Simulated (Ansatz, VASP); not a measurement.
Two plane-wave programs on TiTe2

The input INCAR:

```
PREC = Accurate
ENCUT = 520
EDIFF = 1E-7
ISMEAR = 0
SIGMA = 0.05
LREAL = F
LASPH = T
NELM = 80
ALGO = Normal
ISIF = 2
LWAVE = F
LCHARG = F
GGA = PS
NBANDS = 19
```

Contents of KPOINTS:

```
Automatic mesh
0
Gamma
  10 10 6
```

The input POSCAR:

```
TiTe2
1.0
    3.6929886292      0.0553948294      0.0000000000
   -1.7985209851      3.1705245541      0.0000000000
    0.0000000000      0.0000000000      6.4500947368
Ti Te
1 2
Direct
    0.0000000000      0.0000000000      0.0000000000
    0.3333333333      0.6666666667      0.2674401903
    0.6666666667      0.3333333333      0.7325598097
```

Input for Ansatz:

```yaml
crystal:
  lattice:
    - [3.6929886292, 0.0553948294, 0.0]
    - [-1.7985209851, 3.1705245541, 0.0]
    - [0.0, 0.0, 6.4500947368]
  atoms:
    - { symbol: Ti, position: [0.0, 0.0, 0.0] }
    - { symbol: Te, position: [0.3333333333, 0.6666666667, 0.2674401903] }
    - { symbol: Te, position: [0.6666666667, 0.3333333333, 0.7325598097] }
basis:
  ecutwfc: 420
  ecutrho_ratio: 4
kpoints:
  mp_grid: { grid: [10, 10, 6] }
hamiltonian:
  xc: pbesol
scf:
  occupations: { method: gaussian, width: 0.05 }
output:
  forces: true
  stress: true
  eigenvalues: true
```

Change from the starting cell: strain e6 = +0.03, atoms carried along.

Alike in both runs: task single point; functional PBEsol; k mesh 10 × 10 × 6; occupations gaussian, width 0.05 eV; no spin polarisation.

```csv
,VASP,Ansatz
version,VASP 6.6.1,Ansatz 0.2.0
potentials or method,"VASP PAW PBE potentials, release 64 (Ti_sv, Te), cutoff 520 eV","scalar-relativistic, plane waves, PAW"
valence electrons in the cell,24,44
```

```csv
,VASP,Ansatz,Ansatz less VASP
gap on the k mesh at the Fermi level (eV),none,none,-
pressure (GPa),0.1,0.1,-0.05
"traceless stress, the component that is largest in VASP (GPa)",-1.16,-1.16,+0.003
rms of the force components (eV/Å),0.032,0.030,-0.0016
```

VASP's potentials were made for PBE, not for PBEsol. Atom by atom the forces differ by 0.009 eV/Å (rms over components). A gap of «none» marks a metal or a gap that the smearing closes. With one functional, cell and mesh, what is left measures potentials, basis and numerics. VASP's potentials hold 24 valence electrons a cell and Ansatz's 44, so a difference there can come from the potentials and not from the codes.

Spin-orbit coupling is off throughout.
